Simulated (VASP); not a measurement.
# SrTl4O3 (Pm-3m) in VASP: single point with PBE

Aim: the single point of SrTl4O3 with PBE.

Everything below comes from runs of VASP 6.6.1. Logs are shortened: lines on timing, memory, paths and dates and some standing lists are left out, and cuts for length are marked.

### 1 The cell of the first run

It takes space group Pm-3m (No. 221, cubic). Conventional cell: a = 5.765 Å, b = 5.765 Å, c = 5.765 Å, α = 90.00°, β = 90.00°, γ = 90.00°. Within 3.8 Å of Sr (site symmetry m-3m) lie 6 Tl at 2.88 Å. Tl (site symmetry 4/mmm) has 2 Sr at 2.88 Å and 4 O at 2.88 Å within 3.8 Å. Tl (site symmetry m-3m) has 6 O at 2.88 Å within 3.8 Å. Within 3.8 Å of O (site symmetry 4/mmm) lie 6 Tl at 2.88 Å.

### 2 Single point, PBE

File INCAR:

```
SYSTEM = SrTl4O3
  PREC = Accurate
  ENCUT = 520
  EDIFF = 1E-7
  ISMEAR = 0
  SIGMA = 0.1
  LREAL = .False.
  LASPH = .True.
  NELM = 100
  ALGO = Normal
  ISIF = 2
  LWAVE = .False.
  LCHARG = .False.
  GGA = PE
  NBANDS = 50
```

File KPOINTS:

```
regular mesh
0
Gamma
  4 4 4
  0 0 0
```

File POSCAR:

```
SrTl4O3
1.0
    5.7650578400      0.0000000000      0.0000000000
    0.0000000000      5.7650578400      0.0000000000
    0.0000000000      0.0000000000      5.7650578400
Sr Tl O
1 4 3
Direct
    0.0000000000      0.0000000000      0.0000000000
    0.5000000000      0.0000000000      0.0000000000
    0.0000000000      0.5000000000      0.0000000000
    0.0000000000      0.0000000000      0.5000000000
    0.5000000000      0.5000000000      0.5000000000
    0.0000000000      0.5000000000      0.5000000000
    0.5000000000      0.0000000000      0.5000000000
    0.5000000000      0.5000000000      0.0000000000
```

Potentials or basis: VASP PAW PBE potentials, release 64 (Sr_sv, Tl_d, O).

Started as:

```console
$ cat potpaw_PBE.64/Sr_sv/POTCAR potpaw_PBE.64/Tl_d/POTCAR potpaw_PBE.64/O/POTCAR > POTCAR
$ mpirun -np 1 vasp_std > vasp.out
```

OUTCAR:

```text
SYSTEM = SrTl4O3
   PREC = Accurate
   ENCUT = 520
   EDIFF = 1E-7
   ISMEAR = 0
   LREAL = .False.
   LASPH = .True.
   NELM = 100
   ISIF = 2
   GGA = PE

 ion  position               nearest neighbor table
   1  0.000  0.000  0.000-   2 2.88   3 2.88   4 2.88   4 2.88   3 2.88   2 2.88
   2  0.500  0.000  0.000-   1 2.88   7 2.88   8 2.88   7 2.88   8 2.88   1 2.88   4 4.08   5 4.08
                             5 4.08   3 4.08   5 4.08   3 4.08   5 4.08   4 4.08   3 4.08   4 4.08
   3  0.000  0.500  0.000-   1 2.88   6 2.88   8 2.88   6 2.88   1 2.88   8 2.88   4 4.08   5 4.08
                             5 4.08   2 4.08   2 4.08   4 4.08   4 4.08   2 4.08   5 4.08   4 4.08
   4  0.000  0.000  0.500-   1 2.88   6 2.88   7 2.88   1 2.88   6 2.88   7 2.88   5 4.08   2 4.08
                             3 4.08   3 4.08   5 4.08   2 4.08   3 4.08   2 4.08   5 4.08   3 4.08
   5  0.500  0.500  0.500-   6 2.88   7 2.88   8 2.88   8 2.88   7 2.88   6 2.88   2 4.08   3 4.08
                             2 4.08   2 4.08   4 4.08   3 4.08   2 4.08   3 4.08   4 4.08   4 4.08
   6  0.000  0.500  0.500-   3 2.88   4 2.88   5 2.88   3 2.88   4 2.88   5 2.88
   7  0.500  0.000  0.500-   2 2.88   4 2.88   5 2.88   2 2.88   5 2.88   4 2.88
   8  0.500  0.500  0.000-   2 2.88   3 2.88   5 2.88   5 2.88   2 2.88   3 2.88

  LATTYP: Found a simple cubic cell.
 ALAT       =     5.7650578400

  Lattice vectors:

 A1 = (   5.7650578400,   0.0000000000,   0.0000000000)
 A2 = (   0.0000000000,   5.7650578400,   0.0000000000)
 A3 = (   0.0000000000,   0.0000000000,   5.7650578400)

Analysis of symmetry for initial positions (statically):
=====================================================================
 Subroutine PRICEL returns:
 Original cell was already a primitive cell.

 Routine SETGRP: Setting up the symmetry group for a
 simple cubic supercell.

 Subroutine GETGRP returns: Found 48 space group operations
 (whereof 48 operations were pure point group operations)
 out of a pool of 48 trial point group operations.

The static configuration has the point symmetry O_h .

Analysis of symmetry for dynamics (positions and initial velocities):
=====================================================================
 Subroutine PRICEL returns:
 Original cell was already a primitive cell.

 Routine SETGRP: Setting up the symmetry group for a
 simple cubic supercell.

 Subroutine GETGRP returns: Found 48 space group operations
 (whereof 48 operations were pure point group operations)
 out of a pool of 48 trial point group operations.

The dynamic configuration has the point symmetry O_h .

 Subroutine INISYM returns: Found 48 space group operations
 (whereof 48 operations are pure point group operations),
 and found     1 'primitive' translations

----------------------------------------------------------------------------------------

                                     Primitive cell

  volume of cell :     191.6068

  direct lattice vectors                    reciprocal lattice vectors
     5.765057840  0.000000000  0.000000000     0.173458797  0.000000000  0.000000000
     0.000000000  5.765057840  0.000000000     0.000000000  0.173458797  0.000000000
     0.000000000  0.000000000  5.765057840     0.000000000  0.000000000  0.173458797

  length of vectors
     5.765057840  5.765057840  5.765057840     0.173458797  0.173458797  0.173458797

  position of ions in fractional coordinates (direct lattice)
     0.000000000  0.000000000  0.000000000
     0.500000000  0.000000000  0.000000000
     0.000000000  0.500000000  0.000000000
     0.000000000  0.000000000  0.500000000
     0.500000000  0.500000000  0.500000000
     0.000000000  0.500000000  0.500000000
     0.500000000  0.000000000  0.500000000
     0.500000000  0.500000000  0.000000000

  ion indices of the primitive-cell ions
   primitive index   ion index
                 1           1
                 2           2
                 3           3
                 4           4
                 5           5
                 6           6
                 7           7
                 8           8

----------------------------------------------------------------------------------------

 KPOINTS: regular mesh

Automatic generation of k-mesh.
 Grid dimensions read from file:
 generate k-points for:    4    4    4

 Generating k-lattice:

  Cartesian coordinates                     Fractional coordinates (reciprocal lattice)
     0.043364699  0.000000000  0.000000000     0.250000000  0.000000000  0.000000000
     0.000000000  0.043364699  0.000000000     0.000000000  0.250000000  0.000000000
     0.000000000  0.000000000  0.043364699     0.000000000  0.000000000  0.250000000

  Length of vectors
     0.043364699  0.043364699  0.043364699

  Shift w.r.t. Gamma in fractional coordinates (k-lattice)
     0.000000000  0.000000000  0.000000000

 Subroutine IBZKPT returns following result:
 ===========================================

 Found     10 irreducible k-points:

 Following reciprocal coordinates:
            Coordinates               Weight
  0.000000  0.000000  0.000000      1.000000
  0.250000  0.000000  0.000000      6.000000
  0.500000  0.000000  0.000000      3.000000
  0.250000  0.250000  0.000000     12.000000
  0.500000  0.250000  0.000000     12.000000
  0.500000  0.500000  0.000000      3.000000
  0.250000  0.250000  0.250000      8.000000
  0.500000  0.250000  0.250000     12.000000
  0.500000  0.500000  0.250000      6.000000
  0.500000  0.500000  0.500000      1.000000
   k-points           NKPTS =     10   k-points in BZ     NKDIM =     10   number of bands    NBANDS=     50
   number of dos      NEDOS =    301   number of ions     NIONS =      8
   total plane-waves  NPLWV = 110592
   dimension x,y,z NGX =    48 NGY =   48 NGZ =   48
   dimension x,y,z NGXF=    96 NGYF=   96 NGZF=   96
   ions per type =               1   4   3
   NGX,Y,Z   is equivalent  to a cutoff of  13.84, 13.84, 13.84 a.u.
   NGXF,Y,Z  is equivalent  to a cutoff of  27.68, 27.68, 27.68 a.u.
 SYSTEM =  SrTl4O3
   PREC   = accura    normal or accurate (medium, high low for compatibility)
   ISTART =      0    job   : 0-new  1-cont  2-samecut
   ICHARG =      2    charge: 1-file 2-atom 10-const
   ISPIN  =      1    spin polarized calculation?
   LNONCOLLINEAR =      F non collinear calculations
   LSORBIT =      F    spin-orbit coupling
   LASPH  =      T    aspherical Exc in radial PAW
   ENCUT  =  520.0 eV  38.22 Ry    6.18 a.u.  10.72 10.72 10.72*2*pi/ulx,y,z
   NELM   =    100;   NELMIN=  2; NELMDL= -5     # of ELM steps
   EDIFF  = 0.1E-06   stopping-criterion for ELM
   LREAL  =      F    real-space projection
   EDIFFG = 0.1E-05   stopping-criterion for IOM
   NSW    =      0    number of steps for IOM
   IBRION =     -1    ionic relax: 0-MD 1-quasi-New 2-CG
   NFREE  =      0    steps in history (QN), initial steepest desc. (CG)
   ISIF   =      2    stress and relaxation
   ISYM   =      2    0-nonsym 1-usesym 2-fastsym
   POTIM  = 0.5000    time-step for ionic-motion
   TEBEG  =    0.0;   TEEND  =   0.0 temperature during run
   PSTRESS=    0.0 pullay stress
   NELECT =      80.0000    total number of electrons
   NUPDOWN=      -1.0000    fix difference up-down
   EMIN   =  10.00;   EMAX   =-10.00  energy-range for DOS
   EFERMI =   0.00;   METHOD = LEGACY
   ISMEAR =     0;   SIGMA  =   0.10  broadening in eV -4-tet -1-fermi 0-gaus
   EFERMI_NEDOS =   21; number of points for ismear=-14 and -15
   IALGO  =     38    algorithm
   IMIX   =      4    mixing-type and parameters
     AMIX     =   0.40;   BMIX     =  1.00
     AMIX_MAG =   1.60;   BMIX_MAG =  1.00
  volume/ion in A,a.u.               =      23.95       161.63
  Fermi-wavevector in a.u.,A,eV,Ry     =   1.223586  2.312242 20.370134  1.497163
  Thomas-Fermi vector in A             =   2.358691
   LORBIT       =      0    0 simple, 1 ext, 2 COOP (PROOUT), +10 PAW based schemes
   GGA     = PE    functional components
   LHFCALC =     F    Hartree Fock is set to
   AEXX    =    0.0000 exact exchange contribution
   IVDW    =     0    specifies the selected vdW correction
   LEPSILON=     F    determine dielectric tensor
   LRPA    =     F    only Hartree local field effects (RPA)
 non-spin polarized calculation
 Gauss-broadening in eV      SIGMA  =   0.10
  energy-cutoff  :      520.00
  volume of cell :      191.61
 maximum number of plane-waves:      5232
 NGX is ok and might be reduce to    48
   NGX = 21   NGY = 21   NGZ = 21

 number of electron      80.0000017 magnetization

 Free energy of the ion-electron system (eV)
  ---------------------------------------------------
  ext. energy  EPLUGINS =         0.00000000
  ---------------------------------------------------
  free energy    TOTEN  =       -24.56661327 eV

  energy without entropy =      -24.54367934  energy(sigma->0) =      -24.55514631

 E-fermi :   3.6011     XC(G=0):  -9.4360

 val. band max:        3.5337262246   @ k =   0.5000   0.2500   0.0000
 cond. band min:       3.6241209707   @ k =   0.5000   0.2500   0.0000
 fundamental gap:      0.0903947461
 Fermi energy:         3.6011161580

 k-point     1 :       0.0000    0.0000    0.0000
  band No.  band energies     occupation
      1     -32.5647      2.00000
      2     -14.7781      2.00000
      3     -14.7781      2.00000
      4     -14.7781      2.00000
      5     -12.2314      2.00000
      6     -12.1201      2.00000
[... 42 lines left out ...]
     49       8.9070      0.00000
     50       9.2511      0.00000

 k-point     2 :       0.2500    0.0000    0.0000
  band No.  band energies     occupation
      1     -32.5635      2.00000
      2     -14.8465      2.00000
      3     -14.7804      2.00000
      4     -14.7804      2.00000
      5     -12.2028      2.00000
      6     -12.1214      2.00000
[... 416 lines left out ...]
 k-point    10 :       0.5000    0.5000    0.5000
  band No.  band energies     occupation
      1     -32.5578      2.00000
      2     -14.9198      2.00000
      3     -14.9198      2.00000
      4     -14.9198      2.00000
      5     -12.0772      2.00000
      6     -12.0772      2.00000
[... 42 lines left out ...]
     49       8.0944      0.00000
     50       9.2189      0.00000

------------------------ aborting loop because EDIFF is reached ----------------------------------------

  FORCE on cell =-STRESS in cart. coord.  units (eV):
  Direction    XX          YY          ZZ          XY          YZ          ZX
  --------------------------------------------------------------------------------------
  -------------------------------------------------------------------------------------
  Total        1.0304227      1.0304227      1.0304227      0.0000000      0.0000000     -0.0000000
  in kB        8.6161849      8.6161849      8.6161849      0.0000000      0.0000000     -0.0000000
  external PRESSURE =       8.6161849 kB  Pullay stress =       0.0000000 kB

 VOLUME and BASIS-vectors are now :
 -----------------------------------------------------------------------------
  energy-cutoff  :      520.00
  volume of cell :      191.61
      direct lattice vectors                 reciprocal lattice vectors
     5.765057840  0.000000000  0.000000000     0.173458797  0.000000000  0.000000000
     0.000000000  5.765057840  0.000000000     0.000000000  0.173458797  0.000000000
     0.000000000  0.000000000  5.765057840     0.000000000  0.000000000  0.173458797

 POSITION                                       TOTAL-FORCE (eV/Angst)
 -----------------------------------------------------------------------------------
      0.00000      0.00000      0.00000         0.000000      0.000000      0.000000
      2.88253      0.00000      0.00000         0.000000      0.000000      0.000000
      0.00000      2.88253      0.00000         0.000000      0.000000      0.000000
      0.00000      0.00000      2.88253         0.000000      0.000000      0.000000
      2.88253      2.88253      2.88253         0.000000      0.000000      0.000000
      0.00000      2.88253      2.88253         0.000000      0.000000      0.000000
      2.88253      0.00000      2.88253         0.000000      0.000000      0.000000
      2.88253      2.88253      0.00000         0.000000      0.000000      0.000000
 -----------------------------------------------------------------------------------
    total drift:                                0.000000      0.000000      0.000000

  FREE ENERGIE OF THE ION-ELECTRON SYSTEM (eV)
  ---------------------------------------------------
  free  energy   TOTEN  =       -24.5666132726 eV

  energy  without entropy=      -24.5436793443  energy(sigma->0) =      -24.55514631
```

Run time: 2.8 min. Hardware: 1 thread of Oxide Virtual Turin-like, shared host; peak memory 0.33 GiB.

Results:

| Item | Value |
| --- | --- |
| Free energy | -24.5666 eV |
| Pressure | 0.9 GPa |
| Band gap on the k mesh | zero (band 40 reaches 3.64 eV, above the bottom of band 41 at 3.62 eV) |

Caveat: spin-orbit coupling is left out, which moves the levels of the heavy elements.
